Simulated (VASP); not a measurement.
# Al8N7 (a cell with a defect) in VASP: further runs

Runs on Al8N7 (a cell with a defect). Level: PBE. Tasks: single point, relaxation of the atoms.

All numbers are computed with VASP 6.6.1; they aren't measurements. Logs are shortened: lines on timing, memory, paths and dates and some standing lists are left out, and cuts for length are marked.

**1. The cell of the first run**

The cell holds a defect, 15 atoms: a = 5.018 Å, b = 6.260 Å, c = 6.260 Å, α = 120.00°, β = 90.00°, γ = 90.00°.

**2. Single point, PBE**

The input, INCAR:

```
SYSTEM = Al8N7
  ALGO = Normal
  EDIFF = 1E-6
  ENCUT = 520
  GGA = PE
  ISIF = 2
  ISMEAR = 0
  LASPH = .True.
  LCHARG = .True.
  LELF = .True.
  LREAL = Auto
  LVHAR = .True.
  LWAVE = .False.
  NBANDS = 42
  NELECT = 58.0
  NELM = 80
  PREC = Accurate
  SIGMA = 0.01
```

The input, KPOINTS:

```
k-points
0
Gamma
  2 2 2
  0 0 0
```

The input, POSCAR:

```
Al8N7
1.0
    0.0000000000      0.0000000000      5.0179604231
   -3.1302455677     -5.4217443634      0.0000000000
    6.2604911353      0.0000000000      0.0000000000
Al N
8 7
Direct
    0.9849835033      0.1673950355      0.8335891707
    1.0008066348      0.1643102278      0.3320476881
    1.0007417136      0.6690854543      0.8367893444
    1.0007198027      0.6690722916      0.3320218983
    0.5035051311      0.3379986986      0.1747592590
    0.5035200720      0.3379766570      0.6630424163
    0.5041639892      0.8340809946      0.1669295586
    0.5032226253      0.8265938277      0.6631725788
    0.3826654594      0.1670739353      0.3334582773
    0.3826503591      0.6676116762      0.8339821203
    0.3826233812      0.6676066665      0.3333845199
    0.8836856869      0.3337048074      0.1661211989
    0.8836931261      0.3337154122      0.6673709395
    0.8831694046      0.8341727386      0.1669615102
    0.8835549397      0.8349700002      0.6673526147
```

Potentials or basis: VASP PAW PBE potentials, release 64 (Al, N).

The run is started by

```
$ cat potpaw_PBE.64/Al/POTCAR potpaw_PBE.64/N/POTCAR > POTCAR
$ mpirun -np 1 vasp_std > vasp.out
```

OUTCAR:

```text
SYSTEM = Al8N7
   EDIFF = 1E-6
   ENCUT = 520
   GGA = PE
   ISIF = 2
   ISMEAR = 0
   LASPH = .True.
   LREAL = Auto
   NELECT = 58.0
   NELM = 80
   PREC = Accurate

 ion  position               nearest neighbor table
   1  0.985  0.167  0.834-  15 1.87  12 1.87  13 1.87   6 3.04   8 3.04   5 3.04   3 3.13   4 3.13
                             2 3.13   2 3.13   4 3.13   3 3.13   8 3.19   6 3.19   5 3.19
   2  0.001  0.164  0.332-  14 1.88  12 1.91  13 1.91   9 1.92   7 3.07   6 3.07   5 3.07   7 3.10
                             5 3.10   6 3.10   4 3.10   3 3.10   1 3.13   1 3.13   3 3.16   4 3.16
   3  0.001  0.669  0.837-  14 1.88  15 1.91  13 1.91  10 1.92   7 3.07   6 3.07   8 3.08   8 3.10
                             7 3.10   6 3.10   4 3.10   2 3.10   1 3.13   1 3.13   2 3.16   4 3.16
   4  0.001  0.669  0.332-  14 1.88  12 1.91  15 1.91  11 1.92   7 3.07   5 3.07   8 3.08   8 3.10
                             7 3.10   5 3.10   2 3.10   3 3.10   1 3.13   1 3.13   3 3.16   2 3.16
   5  0.504  0.338  0.175-  11 1.89   9 1.89  12 1.91   1 3.04   6 3.06   8 3.06   4 3.07   2 3.07
                             2 3.10   4 3.10   7 3.13   7 3.13   1 3.19   8 3.20   6 3.20
   6  0.504  0.338  0.663-   9 1.89  10 1.89  13 1.91   1 3.04   5 3.06   8 3.06   2 3.07   3 3.07
                             2 3.10   3 3.10   7 3.13   7 3.13   1 3.19   8 3.20   5 3.20
   7  0.504  0.834  0.167-  14 1.90  11 1.91  10 1.91   9 1.91   4 3.07   3 3.07   2 3.07   4 3.10
                             3 3.10   2 3.10   8 3.13   6 3.13   5 3.13   5 3.13   6 3.13   8 3.13
   8  0.503  0.827  0.663-  10 1.89  11 1.89  15 1.91   1 3.04   5 3.06   6 3.06   4 3.08   3 3.08
                             3 3.10   4 3.10   7 3.13   7 3.13   1 3.19   6 3.20   5 3.20
   9  0.383  0.167  0.333-   6 1.89   5 1.89   7 1.91   2 1.92
  10  0.383  0.668  0.834-   6 1.89   8 1.89   7 1.91   3 1.92
  11  0.383  0.668  0.333-   5 1.89   8 1.89   7 1.91   4 1.92
  12  0.884  0.334  0.166-   1 1.87   5 1.91   2 1.91   4 1.91
  13  0.884  0.334  0.667-   1 1.87   6 1.91   2 1.91   3 1.91
  14  0.883  0.834  0.167-   4 1.88   2 1.88   3 1.88   7 1.90
  15  0.884  0.835  0.667-   1 1.87   8 1.91   3 1.91   4 1.91

  LATTYP: Found a hexagonal cell.
 ALAT       =     6.2604911354
 C/A-ratio  =     0.8015282371

  Lattice vectors:

 A1 = (  -3.1302455677,  -5.4217443634,   0.0000000000)
 A2 = (   6.2604911353,   0.0000000000,   0.0000000000)
 A3 = (   0.0000000000,   0.0000000000,   5.0179604231)

Analysis of symmetry for initial positions (statically):
=====================================================================
 Subroutine PRICEL returns:
 Original cell was already a primitive cell.

 Routine SETGRP: Setting up the symmetry group for a
 hexagonal supercell.

 Subroutine GETGRP returns: Found  1 space group operations
 (whereof  1 operations were pure point group operations)
 out of a pool of 24 trial point group operations.

[... 148 lines left out ...]
   GGA     = PE    functional components
   LHFCALC =     F    Hartree Fock is set to
   AEXX    =    0.0000 exact exchange contribution
   IVDW    =     0    specifies the selected vdW correction
   LEPSILON=     F    determine dielectric tensor
   LRPA    =     F    only Hartree local field effects (RPA)
 non-spin polarized calculation
 Gauss-broadening in eV      SIGMA  =   0.01
  energy-cutoff  :      520.00
  volume of cell :      170.32
 maximum number of plane-waves:      4596
 NGX is ok and might be reduce to    40
   NGX = 19   NGY = 23   NGZ = 23

 number of electron      57.9999995 magnetization

 Free energy of the ion-electron system (eV)
  ---------------------------------------------------
  ext. energy  EPLUGINS =         0.00000000
  ---------------------------------------------------
  free energy    TOTEN  =      -113.96324577 eV

  energy without entropy =     -113.96324577  energy(sigma->0) =     -113.96324577

 E-fermi :   6.3176     XC(G=0): -10.5326

 val. band max:        6.2583534740   @ k =   0.0000   0.5000   0.0000
 cond. band min:       8.6436975073   @ k =   0.0000  -0.0000   0.5000
 fundamental gap:      2.3853440333
 Fermi energy:         6.3175977357

 k-point     1 :       0.0000    0.0000    0.0000
  band No.  band energies     occupation
      1      -9.1889      2.00000
      2      -7.5257      2.00000
      3      -7.5254      2.00000
      4      -7.4163      2.00000
      5      -6.9305      2.00000
      6      -6.8616      2.00000
[... 341 lines left out ...]
     40      14.0807      0.00000
     41      14.7098      0.00000
 [bands above 41 left out]

------------------------ aborting loop because EDIFF is reached ----------------------------------------

  FORCE on cell =-STRESS in cart. coord.  units (eV):
  Direction    XX          YY          ZZ          XY          YZ          ZX
  --------------------------------------------------------------------------------------
  -------------------------------------------------------------------------------------
  Total      -10.3093921    -10.3104367    -11.8900574     -0.0017437     -0.0084393      0.0001114
  in kB      -96.9770493    -96.9868760   -111.8458464     -0.0164025     -0.0793854      0.0010477
  external PRESSURE =    -101.9365906 kB  Pullay stress =       0.0000000 kB

 VOLUME and BASIS-vectors are now :
 -----------------------------------------------------------------------------
  energy-cutoff  :      520.00
  volume of cell :      170.32
      direct lattice vectors                 reciprocal lattice vectors
     0.000000000  0.000000000  5.017960423     0.000000000  0.000000000  0.199284154
    -3.130245568 -5.421744363  0.000000000     0.000000000 -0.184442484  0.000000000
     6.260491135  0.000000000  0.000000000     0.159731877 -0.092221242  0.000000000

 POSITION                                       TOTAL-FORCE (eV/Angst)
 -----------------------------------------------------------------------------------
      4.69469     -0.90757      4.94261         0.000056     -0.005861     -0.036441
      1.56445     -0.89085      0.00405         0.000199      0.004166      0.004944
      3.14431     -3.62761      0.00372         0.003780      0.001799      0.006547
     -0.01574     -3.62754      0.00361        -0.002509      0.000671      0.007236
      0.03606     -1.83254      2.52657        -0.000826     -0.000550      0.007095
      3.09302     -1.83242      2.52664         0.001069     -0.003250      0.006573
     -1.56582     -4.52217      2.52987        -0.001011     -0.001350     -0.014533
      1.56434     -4.48158      2.52515         0.001246      0.005196      0.016113
      1.56463     -0.90583      1.92020        -0.002600      0.006813     -0.014920
      3.13135     -3.61962      1.92012         0.001861     -0.005707     -0.017733
     -0.00262     -3.61959      1.91999        -0.001214     -0.005789     -0.016694
     -0.00458     -1.80926      4.43430        -0.005790      0.002334      0.020125
      3.13346     -1.80932      4.43434         0.005941      0.002723      0.020759
     -1.56590     -4.52267      4.43171        -0.000392      0.001905     -0.009130
      1.56429     -4.52699      4.43364         0.000191     -0.003102      0.020060
 -----------------------------------------------------------------------------------
    total drift:                                0.000520      0.004571      0.014821

  FREE ENERGIE OF THE ION-ELECTRON SYSTEM (eV)
  ---------------------------------------------------
  free  energy   TOTEN  =      -113.9632457744 eV

  energy  without entropy=     -113.9632457744  energy(sigma->0) =     -113.96324577
```

It took 68 s on 1 thread of Intel Xeon 6975P-C, shared host; peak memory 0.3 GiB.

Results:

| Item | Value |
| --- | --- |
| Free energy | -113.9632 eV |
| Largest force | 0.037 eV/Å |

Forces on the atoms (eV/Å):
```
Al   0.000 -0.006 -0.036
Al   0.000  0.004  0.005
Al   0.004  0.002  0.007
Al  -0.003  0.001  0.007
Al  -0.001 -0.001  0.007
Al   0.001 -0.003  0.007
Al  -0.001 -0.001 -0.015
Al   0.001  0.005  0.016
N   -0.003  0.007 -0.015
N    0.002 -0.006 -0.018
N   -0.001 -0.006 -0.017
N   -0.006  0.002  0.020
N    0.006  0.003  0.021
N    0.000  0.002 -0.009
N    0.000 -0.003  0.020
```

Caveat: the k points lie up to 0.63 Å⁻¹ apart; the cell carries a net charge on a neutralising background, which shifts energy and pressure; the cell is charged against a uniform background, so pressure and absolute levels hang on convention.

(Continued in part 2 of 2.)
